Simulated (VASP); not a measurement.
# Pt (Im-3m) in VASP: single point with PBEsol

Aim: the single point of Pt with PBEsol.

Everything below comes from runs of VASP 6.6.1. Logs are shortened: lines on timing, memory, paths and dates and some standing lists are left out, and cuts for length are marked.

## 1. The cell of the first run

The structure is cubic, space group Im-3m (No. 229). The conventional cell has a = 3.168 Å, b = 3.168 Å, c = 3.168 Å, α = 90.00°, β = 90.00°, γ = 90.00°. Pt (site symmetry m-3m) has 14 Pt at 2.74 to 3.17 Å within 3.6 Å.

## 2. Single point, PBEsol

The input, INCAR:

```
  ALGO = Normal
  EDIFF = 1E-6
  ENCUT = 520
  GGA = PS
  ISIF = 2
  ISMEAR = -1
  LASPH = T
  LCHARG = F
  LREAL = F
  LWAVE = F
  NBANDS = 11
  NELM = 60
  PREC = Accurate
  SIGMA = 0.2
```

The input, KPOINTS:

```
k-points
0
Gamma
  8 8 8
```

The input, POSCAR:

```
Pt
1.0
    2.7439500000      0.0000000000      0.0000000000
   -0.9146499714      2.5870208798      0.0000000000
   -0.9146499714     -1.2935103791      2.2404258371
Pt
1
Direct
    0.0000000000      0.0000000000      0.0000000000
```

Potentials or basis: VASP PAW PBE potentials, release 64 (Pt).

Command:

```console
> cat potpaw_PBE.64/Pt/POTCAR > POTCAR
> mpirun -np 1 vasp_std > vasp.out
```

OUTCAR:

```text
EDIFF = 1E-6
   ENCUT = 520
   GGA = PS
   ISIF = 2
   ISMEAR = -1
   LASPH = T
   LREAL = F
   NELM = 60
   PREC = Accurate

 ion  position               nearest neighbor table
   1  0.000  0.000  0.000-

  LATTYP: Found a body centered cubic cell.
 ALAT       =     3.1684405423

  Lattice vectors:

 A1 = (   2.7439500000,   0.0000000000,   0.0000000000)
 A2 = (  -0.9146499714,   2.5870208798,   0.0000000000)
 A3 = (  -0.9146499714,  -1.2935103791,   2.2404258371)

Analysis of symmetry for initial positions (statically):
=====================================================================
 Subroutine PRICEL returns:
 Original cell was already a primitive cell.

 Routine SETGRP: Setting up the symmetry group for a
 body centered cubic supercell.

 Subroutine GETGRP returns: Found 48 space group operations
 (whereof 48 operations were pure point group operations)
 out of a pool of 48 trial point group operations.

The static configuration has the point symmetry O_h .

Analysis of symmetry for dynamics (positions and initial velocities):
=====================================================================
 Subroutine PRICEL returns:
 Original cell was already a primitive cell.

 Routine SETGRP: Setting up the symmetry group for a
 body centered cubic supercell.

 Subroutine GETGRP returns: Found 48 space group operations
 (whereof 48 operations were pure point group operations)
 out of a pool of 48 trial point group operations.

The dynamic configuration has the point symmetry O_h .

 Subroutine INISYM returns: Found 48 space group operations
 (whereof 48 operations are pure point group operations),
 and found     1 'primitive' translations

----------------------------------------------------------------------------------------

                                     Primitive cell

  volume of cell :      15.9040

  direct lattice vectors                    reciprocal lattice vectors
     2.743950000  0.000000000  0.000000000     0.364438128  0.128848331  0.223171849
    -0.914649971  2.587020880  0.000000000     0.000000000  0.386545005  0.223171849
    -0.914649971 -1.293510379  2.240425837     0.000000000  0.000000000  0.446343719

  length of vectors
     2.743950000  2.743950000  2.743950000     0.446343719  0.446343719  0.446343719

  position of ions in fractional coordinates (direct lattice)
     0.000000000  0.000000000  0.000000000

  ion indices of the primitive-cell ions
   primitive index   ion index
                 1           1

----------------------------------------------------------------------------------------

 KPOINTS: k-points

Automatic generation of k-mesh.
 Grid dimensions read from file:
 generate k-points for:    8    8    8

 Generating k-lattice:

  Cartesian coordinates                     Fractional coordinates (reciprocal lattice)
     0.045554766  0.016106041  0.027896481     0.125000000  0.000000000  0.000000000
     0.000000000  0.048318126  0.027896481     0.000000000  0.125000000 -0.000000000
     0.000000000  0.000000000  0.055792965     0.000000000  0.000000000  0.125000000

  Length of vectors
     0.055792965  0.055792965  0.055792965

  Shift w.r.t. Gamma in fractional coordinates (k-lattice)
     0.000000000  0.000000000  0.000000000

 Subroutine IBZKPT returns following result:
 ===========================================

 Found     29 irreducible k-points:

 Following reciprocal coordinates:
            Coordinates               Weight
  0.000000  0.000000  0.000000      1.000000
  0.125000  0.000000  0.000000     12.000000
  0.250000  0.000000  0.000000     12.000000
  0.375000 -0.000000  0.000000     12.000000
  0.500000  0.000000  0.000000      6.000000
  0.125000  0.125000  0.000000     24.000000
[... 16 lines left out ...]
 -0.250000  0.250000  0.250000      6.000000
 -0.375000  0.375000  0.250000     24.000000
 [... further k-points ...]
   k-points           NKPTS =     29   k-points in BZ     NKDIM =     29   number of bands    NBANDS=     11
   number of dos      NEDOS =    301   number of ions     NIONS =      1
   total plane-waves  NPLWV =   8000
   dimension x,y,z NGX =    20 NGY =   20 NGZ =   20
   dimension x,y,z NGXF=    40 NGYF=   40 NGZF=   40
   ions per type =               1
   NGX,Y,Z   is equivalent  to a cutoff of  12.12, 12.12, 12.12 a.u.
   NGXF,Y,Z  is equivalent  to a cutoff of  24.23, 24.23, 24.23 a.u.
 SYSTEM =  unknown system
   PREC   = accura    normal or accurate (medium, high low for compatibility)
   ISTART =      0    job   : 0-new  1-cont  2-samecut
   ICHARG =      2    charge: 1-file 2-atom 10-const
   ISPIN  =      1    spin polarized calculation?
   LNONCOLLINEAR =      F non collinear calculations
   LSORBIT =      F    spin-orbit coupling
   LASPH  =      T    aspherical Exc in radial PAW
   ENCUT  =  520.0 eV  38.22 Ry    6.18 a.u.   5.10  5.10  5.10*2*pi/ulx,y,z
   NELM   =     60;   NELMIN=  2; NELMDL= -5     # of ELM steps
   EDIFF  = 0.1E-05   stopping-criterion for ELM
   LREAL  =      F    real-space projection
   EDIFFG = 0.1E-04   stopping-criterion for IOM
   NSW    =      0    number of steps for IOM
   IBRION =     -1    ionic relax: 0-MD 1-quasi-New 2-CG
   NFREE  =      0    steps in history (QN), initial steepest desc. (CG)
   ISIF   =      2    stress and relaxation
   ISYM   =      2    0-nonsym 1-usesym 2-fastsym
   POTIM  = 0.5000    time-step for ionic-motion
   TEBEG  =    0.0;   TEEND  =   0.0 temperature during run
   PSTRESS=    0.0 pullay stress
   NELECT =      10.0000    total number of electrons
   NUPDOWN=      -1.0000    fix difference up-down
   EMIN   =  10.00;   EMAX   =-10.00  energy-range for DOS
   EFERMI =   0.00;   METHOD = LEGACY
   ISMEAR =    -1;   SIGMA  =   0.20  broadening in eV -4-tet -1-fermi 0-gaus
   EFERMI_NEDOS =   21; number of points for ismear=-14 and -15
   IALGO  =     38    algorithm
   IMIX   =      4    mixing-type and parameters
     AMIX     =   0.40;   BMIX     =  1.00
     AMIX_MAG =   1.60;   BMIX_MAG =  1.00
  volume/ion in A,a.u.               =      15.90       107.33
  Fermi-wavevector in a.u.,A,eV,Ry     =   1.402510  2.650359 26.763122  1.967034
  Thomas-Fermi vector in A             =   2.525264
   LORBIT       =      0    0 simple, 1 ext, 2 COOP (PROOUT), +10 PAW based schemes
   GGA     = PS    functional components
   LHFCALC =     F    Hartree Fock is set to
   AEXX    =    0.0000 exact exchange contribution
   IVDW    =     0    specifies the selected vdW correction
   LEPSILON=     F    determine dielectric tensor
   LRPA    =     F    only Hartree local field effects (RPA)
 non-spin polarized calculation
  energy-cutoff  :      520.00
  volume of cell :       15.90
 maximum number of plane-waves:       439
   NGX = 11   NGY = 11   NGZ = 11

 number of electron      10.0000000 magnetization

 Free energy of the ion-electron system (eV)
  ---------------------------------------------------
  ext. energy  EPLUGINS =         0.00000000
  ---------------------------------------------------
  free energy    TOTEN  =        -6.86306672 eV

  energy without entropy =       -6.68159610  energy(sigma->0) =       -6.77233141

 E-fermi :   9.9625     XC(G=0): -13.3079

 val. band max:        9.9503448396   @ k =  -0.3750   0.3750   0.1250
 cond. band min:       9.9744288922   @ k =  -0.3750   0.5000   0.1250
 fundamental gap:      0.0240840526
 Fermi energy:         9.9625426402

 k-point     1 :       0.0000    0.0000    0.0000
  band No.  band energies     occupation
      1       0.4061      2.00000
      2       6.4655      2.00000
      3       6.4655      2.00000
      4       6.4655      2.00000
      5       8.9409      1.98798
      6       8.9409      1.98798
      7      26.9859      0.00000
      8      26.9859      0.00000
      9      26.9859      0.00000
     10      36.9067      0.00000
     11      36.9073      0.00000

 k-point     2 :       0.1250    0.0000    0.0000
  band No.  band energies     occupation
      1       1.0223      2.00000
      2       6.2312      2.00000
      3       6.4537      2.00000
      4       6.9630      2.00000
      5       8.6794      1.99673
      6       8.9601      1.98678
      7      27.1377      0.00000
      8      27.2063      0.00000
      9      27.8920      0.00000
     10      33.1044      0.00000
     11      33.2674      0.00000

 k-point     3 :       0.2500    0.0000    0.0000
  band No.  band energies     occupation
      1       2.5074      2.00000
      2       5.7085      2.00000
      3       6.4958      2.00000
      4       8.3271      1.99944
      5       8.5144      1.99857
      6       9.0430      1.98005
      7      24.2985      0.00000
      8      25.9110      0.00000
      9      30.2952      0.00000
     10      31.3271      0.00000
     11      32.3220      0.00000

 k-point     4 :       0.3750   -0.0000    0.0000
  band No.  band energies     occupation
      1       3.3596      2.00000
      2       5.2354      2.00000
      3       7.9123      1.99993
      4       8.8298      1.99309
      5       9.1831      1.96021
      6      10.0555      0.77177
      7      19.1986      0.00000
      8      23.9290      0.00000
      9      27.3651      0.00000
     10      33.2549      0.00000
     11      33.5635      0.00000
[... 239 lines left out ...]
 k-point    22 :       0.2500    0.2500    0.2500
  band No.  band energies     occupation
      1       5.6593      2.00000
      2       5.6593      2.00000
      3       5.6593      2.00000
      4       9.3274      1.91982
      5       9.3274      1.91982
      6      14.5882      0.00000
      7      19.2320      0.00000
      8      19.2320      0.00000
      9      19.2320      0.00000
     10      37.8385      0.00000
     11      37.8385      0.00000

 k-point    23 :      -0.2500    0.2500    0.2500
  band No.  band energies     occupation
      1       4.2687      2.00000
      2       6.0777      2.00000
      3       7.1814      2.00000
      4       7.1814      2.00000
      5       8.2385      1.99964
      6       9.9428      1.04924
      7      24.3685      0.00000
      8      26.2295      0.00000
      9      26.2295      0.00000
     10      27.5801      0.00000
     11      35.8419      0.00000

 k-point    24 :      -0.3750    0.3750    0.2500
  band No.  band energies     occupation
      1       4.7916      2.00000
      2       5.3640      2.00000
      3       7.1924      2.00000
      4       7.8417      1.99995
      5       9.7195      1.54241
      6      11.5606      0.00068
      7      20.5632      0.00000
      8      23.3638      0.00000
      9      25.6553      0.00000
     10      28.7027      0.00000
     11      35.1116      0.00000

 [... further k-points ...]
[... 5 lines left out ...]
  --------------------------------------------------------------------------------------
  -------------------------------------------------------------------------------------
  Total       -0.9019846     -0.9019846     -0.9019846     -0.0000000     -0.0000000     -0.0000000
  in kB      -90.8663320    -90.8663327    -90.8663356     -0.0000010     -0.0000025     -0.0000017
  external PRESSURE =     -90.8663334 kB  Pullay stress =       0.0000000 kB

 VOLUME and BASIS-vectors are now :
 -----------------------------------------------------------------------------
  energy-cutoff  :      520.00
  volume of cell :       15.90
      direct lattice vectors                 reciprocal lattice vectors
     2.743950000  0.000000000  0.000000000     0.364438128  0.128848331  0.223171849
    -0.914649971  2.587020880  0.000000000     0.000000000  0.386545005  0.223171849
    -0.914649971 -1.293510379  2.240425837     0.000000000  0.000000000  0.446343719

 POSITION                                       TOTAL-FORCE (eV/Angst)
 -----------------------------------------------------------------------------------
      0.00000      0.00000      0.00000        -0.000000     -0.000000      0.000000
 -----------------------------------------------------------------------------------
    total drift:                               -0.000000      0.000000      0.000000

  FREE ENERGIE OF THE ION-ELECTRON SYSTEM (eV)
  ---------------------------------------------------
  free  energy   TOTEN  =        -6.8630667195 eV

  energy  without entropy=       -6.6815961048  energy(sigma->0) =       -6.77233141
```

It took 4.6 s on 1 thread of Intel Xeon 6975P-C, shared host; peak memory 0.12 GiB.

Results:

- Free energy: -6.8631 eV
- Pressure: -9.1 GPa
- Band gap on the k mesh: zero (band 5 reaches 10.88 eV, above the bottom of band 6 at 8.94 eV)

Levels at points of the mesh, in eV from the Fermi level:
```csv
k point,band 1,band 2,band 3,band 4,band 5,band 6,band 7,band 8,band 9,band 10
"(0.00, 0.00, 0.00)",-9.56,-3.50,-3.50,-3.50,-1.02,-1.02,17.02,17.02,17.02,26.94
"(0.50, 0.00, 0.00)",-6.58,-4.91,-1.21,-0.70,0.16,1.00,6.16,13.17,15.69,23.93
"(0.50, 0.50, 0.50)",-6.07,-6.07,0.48,0.48,0.48,7.54,7.54,7.54,12.56,18.85
```

Caveat: the PAW data sets were made with another functional, which shifts forces and pressure a little; spin-orbit coupling is left out, which moves the levels of the heavy elements.
